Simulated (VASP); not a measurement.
The system is Sn.

```xyz
1
Lattice="0.0000 2.3678 2.3678 2.3678 0.0000 2.3678 2.3678 2.3678 0.0000" Properties=species:S:1:pos:R:3 pbc="T T T"
Sn    0.0000    0.0000    0.0000
```

Program: VASP 6.6.1. Alike in all runs: task single point; level PBEsol; potentials or basis VASP PAW PBE potentials, release 64 (Sn_d); no spin polarisation; cell as given; cutoff (eV) 520; smearing fermi-dirac 0.1 eV. Hardware: 1 thread of Intel(R) Xeon(R) Platinum 8259CL CPU @ 2.50GHz (Skylake/Cascade Lake), on a shared host.

Order these runs on this cell by their wall time, lowest first.
A. k mesh 11 × 11 × 11
B. k mesh 19 × 19 × 19
C. k mesh 13 × 13 × 13

A (13 s), C (28 s), B (110 s).
